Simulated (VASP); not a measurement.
Wanted: the native input for a VASP 6.6.1 run.

* Task: single point
* Functional: r2SCAN
* Potentials or basis: VASP PAW PBE potentials, release 64 (Mg, Si)
* Cutoff: 660 eV
* k mesh: 6 × 6 × 6
* Occupations: gaussian, width 0.01 eV
* Spin: no spin polarisation
* Dipole correction: no
* Further INCAR settings: ALGO = Normal; EDIFF = 1e-06; NBANDS = 11

Crystal: Mg2Si.

```
CELL_PARAMETERS angstrom
0.00000 3.16897 3.16897
3.16897 0.00000 3.16897
3.16897 3.16897 0.00000
ATOMIC_POSITIONS crystal
Mg 0.25000 0.25000 0.25000
Mg 0.75000 0.75000 0.75000
Si 0.00000 0.00000 0.00000
```

These files were run (other wordings do the same):

POSCAR

```
Mg2Si
1.0
    0.0000000000      3.1689705496      3.1689705496
    3.1689705496      0.0000000000      3.1689705496
    3.1689705496      3.1689705496      0.0000000000
Mg Si
2 1
Direct
    0.2500000000      0.2500000000      0.2500000000
    0.7500000000      0.7500000000      0.7500000000
    0.0000000000      0.0000000000      0.0000000000
```

INCAR.step1

```
SYSTEM = Mg2Si
  ALGO = Normal
  EDIFF = 1E-5
  ENCUT = 660
  GGA = PE
  GGA_COMPAT = .FALSE.
  ISMEAR = 0
  LASPH = .TRUE.
  LCHARG = .FALSE.
  LREAL = .FALSE.
  LWAVE = .TRUE.
  NBANDS = 11
  NELM = 120
  PREC = Accurate
  SIGMA = 0.01
```

INCAR.step2

```
SYSTEM = Mg2Si
  ALGO = Normal
  EDIFF = 1E-6
  ENCUT = 660
  GGA_COMPAT = .FALSE.
  ISIF = 2
  ISMEAR = 0
  ISTART = 1
  LASPH = .TRUE.
  LCHARG = .TRUE.
  LELF = .TRUE.
  LMIXTAU = .TRUE.
  LREAL = .FALSE.
  LVHAR = .TRUE.
  LWAVE = .FALSE.
  METAGGA = R2SCAN
  NBANDS = 11
  NELM = 120
  PREC = Accurate
  SIGMA = 0.01
```

KPOINTS

```
k-points
0
G
  6 6 6
  0 0 0
```

Potentials or basis: VASP PAW PBE potentials, release 64 (Mg, Si).

Command:

```bash
$ cat potpaw_PBE.64/Mg/POTCAR potpaw_PBE.64/Si/POTCAR > POTCAR
$ cp INCAR.step1 INCAR
$ mpirun -np 1 vasp_std > vasp.out
$ cp INCAR.step2 INCAR
$ mpirun -np 1 vasp_std > vasp.out
```

It gave:

The pressure is -0.3 GPa and the band gap on the k mesh is 0.44 eV (least direct gap 2.48 eV).

Caveat: semilocal functionals underestimate gaps, and a narrow one can read as zero; the PAW data sets were made with another functional, which shifts forces and pressure a little.

It took 2.2 min on 1 thread of Intel Xeon 8259CL, on a shared host, peak memory 0.26 GiB.
